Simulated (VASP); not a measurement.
A run of VASP 6.6.1 is set up as follows.

Contents of INCAR:

```
SYSTEM = Si62B
PREC = Accurate
ENCUT = 520
EDIFF = 1E-7
ISMEAR = -1
SIGMA = 0.05
LREAL = Auto
LASPH = .True.
NELM = 150
ALGO = Normal
ISIF = 2
LWAVE = .False.
LCHARG = .False.
ISPIN = 2
MAGMOM = 0 0 0 0 0 0 0 0 0 0 0 0 0 0 0 0 0 0 0 0 0 0 0 0 0 0 0 0 0 0 0 0 0 0 0 0 0 0 0 0 0 0 0 0 0 0 0 0 0 0 0 0 0 0 0 0 0 0 0 0 0 0 0
LORBIT = 11
NELECT = 249.0
NBANDS = 166
```

File KPOINTS:

```
regular mesh
0
Gamma
  1 1 1
  0 0 0
```

File POSCAR:

```
Si62B
1.0
   10.8600000000      0.0000000000      0.0000000000
    0.0000000000     10.8600000000      0.0000000000
    0.0000000000      0.0000000000     10.8600000000
Si B
62 1
Direct
    0.5027640884      0.0010158379      0.0024591160
    0.6474625230      0.1029476059      0.1312895948
    0.7494107735      0.2476481584      0.0024627993
    0.8751483425      0.3751129834      0.1251467772
    0.8688776243      0.1029547882      0.3528111418
   -0.0096094843     -0.0017589319      0.0099144567
    0.1234448435      0.1246579190      0.1264780847
    0.2496424494      0.2504848066     -0.0017557090
    0.3780528545      0.3723677716      0.1264976059
    0.4999392265      0.5007760589     -0.0017548803
    0.6257609576      0.6269778085      0.1264777164
    0.7521736648      0.7600774401      0.0099565378
    0.2506536832      0.0007784530      0.2506529466
    0.3796574586      0.1239237569      0.3738002762
    0.5099813996      0.2404477901      0.2463711786
    0.6264967772      0.3707788214      0.3738043278
    0.7496453039      0.4997745856      0.2506527624
    0.8738435543      0.6269674954      0.3745255985
    0.5099534991     -0.0034955801      0.4903590239
    0.6264900552      0.1239341621      0.6206729282
    0.7539132597      0.2404945672      0.4903781768
    0.8738044199      0.3724228361      0.6222944751
    0.7496456722      0.0007778085      0.7496559853
    0.8738435543      0.1246568140      0.8768419890
   -0.0013563536      0.5031694291      0.0016545120
    0.1190799263      0.6313492634      0.1279217311
    0.2472665746      0.7517744936      0.0016492634
    0.3753116022      0.8752732965      0.1251464088
   -0.0022034070      0.2476364641      0.2509060773
    0.1249219153      0.3737281768      0.3756642726
    0.2493374770      0.5010791897      0.2509393186
    0.3766845304      0.6254949355      0.3756665746
    0.5027710866      0.7526075506      0.2509022099
    0.6474588398      0.8814934622      0.3528073665
   -0.0022080110      0.0010247698      0.4974951197
    0.1249137201      0.1257794659      0.6235994475
    0.2528356354      0.2491414365      0.4990212707
    0.3751379374      0.3752849908      0.6251593923
    0.5012785451      0.4975942910      0.4990279006
    0.6246476980      0.6255093002      0.6236074586
    0.7494057090      0.7526162983      0.4974995396
    0.8751479742      0.8752740331      0.6249900552
    0.2492964088      0.0010562615      0.7509860037
    0.3766721915      0.1257853591      0.8753694291
    0.5012682320      0.2491578269      0.7474795580
    0.6246435543      0.3737485267      0.8753750460
    0.7493718232      0.5011476980      0.7510134438
    0.8723534991      0.6314285451      0.8813128913
   -0.0095449355      0.7599709945      0.2481039595
    0.1234517495      0.8765891344      0.3745257827
    0.0020687845      0.5007815838      0.5003711786
    0.1239546961      0.6264710866      0.6274480663
    0.2496393186      0.7483597606      0.5003674033
    0.3780200737      0.8766205341      0.6222720074
    0.0020674954      0.2504937385      0.7506495396
    0.1239636280      0.3775576427      0.8763408840
    0.2498967772      0.5005276243      0.7504037753
    0.3728756906      0.6264569982      0.8763351750
    0.4999343462      0.7483622468      0.7506470534
    0.6257621547      0.8765888582      0.8768457643
   -0.0013645488      0.7517875691      0.7530649171
    0.1190318600      0.8780605893      0.8812812155
    0.7622323204     -0.0119107735      0.2378114180
```

Potentials or basis: VASP PAW LDA potentials, release 64 (Si, B).

The run is started by

```bash
$ cat potpaw_LDA.64/Si/POTCAR potpaw_LDA.64/B/POTCAR > POTCAR
$ mpirun -np 1 vasp_gam > vasp.out
```

Problem. What does it give for the net moment?

Solution. 0.00 μB per cell.

Problem. Predict the largest force.

Solution. 1.973 eV/Å.

Forces on the atoms (eV/Å):
```
Si   0.028  0.011  0.025
Si   0.018 -0.016  0.098
Si  -0.010 -0.026  0.025
Si  -0.007 -0.011  0.005
Si  -0.099 -0.022 -0.023
Si   0.293 -0.020 -0.292
Si   0.005 -0.003  0.021
Si   0.018 -0.011 -0.012
Si   0.013 -0.013  0.023
Si   0.011 -0.018 -0.012
Si   0.003 -0.006  0.021
Si   0.023 -0.292 -0.292
Si   0.018 -0.014 -0.015
Si  -0.007  0.005  0.006
Si  -0.014  0.015 -0.012
Si  -0.006  0.007  0.006
Si   0.013 -0.019 -0.012
Si  -0.020 -0.006 -0.004
Si  -0.013 -0.012  0.013
Si  -0.006  0.006  0.007
Si   0.011  0.013  0.013
Si  -0.023 -0.014 -0.014
Si   0.014 -0.012 -0.019
Si  -0.020 -0.004 -0.006
Si   0.013 -0.046 -0.014
Si   0.105 -0.104 -0.036
Si   0.045 -0.014 -0.014
Si   0.008  0.003  0.005
Si  -0.025 -0.027  0.010
Si  -0.007 -0.019 -0.037
Si   0.042 -0.043  0.013
Si   0.017  0.008 -0.036
Si   0.028  0.026  0.011
Si   0.019  0.098 -0.020
Si  -0.026  0.010 -0.028
Si  -0.008 -0.037 -0.018
Si   0.002 -0.007 -0.007
Si  -0.001 -0.003 -0.002
Si   0.006 -0.003 -0.007
Si   0.037  0.008 -0.019
Si  -0.010  0.027 -0.028
Si  -0.007  0.003 -0.010
Si   0.042  0.013 -0.043
Si   0.017 -0.037  0.008
Si   0.006 -0.007 -0.003
Si   0.037 -0.019  0.008
Si  -0.013 -0.043 -0.043
Si   0.037 -0.104 -0.104
Si   0.293 -0.291 -0.019
Si   0.004  0.021 -0.004
Si   0.014 -0.017 -0.011
Si   0.006 -0.005 -0.020
Si   0.018 -0.012 -0.010
Si   0.013  0.023 -0.013
Si   0.014 -0.010 -0.017
Si   0.006 -0.020 -0.005
Si   0.005 -0.003 -0.005
Si   0.020 -0.006 -0.006
Si   0.011 -0.012 -0.017
Si   0.004  0.021 -0.006
Si   0.013 -0.013 -0.046
Si   0.105 -0.036 -0.104
B   -1.131  1.137  1.149
```

Caveat: the k points lie up to 0.58 Å⁻¹ apart; the cell carries a net charge on a neutralising background, which shifts energy and pressure; no moment was typed at the start, so none could form.
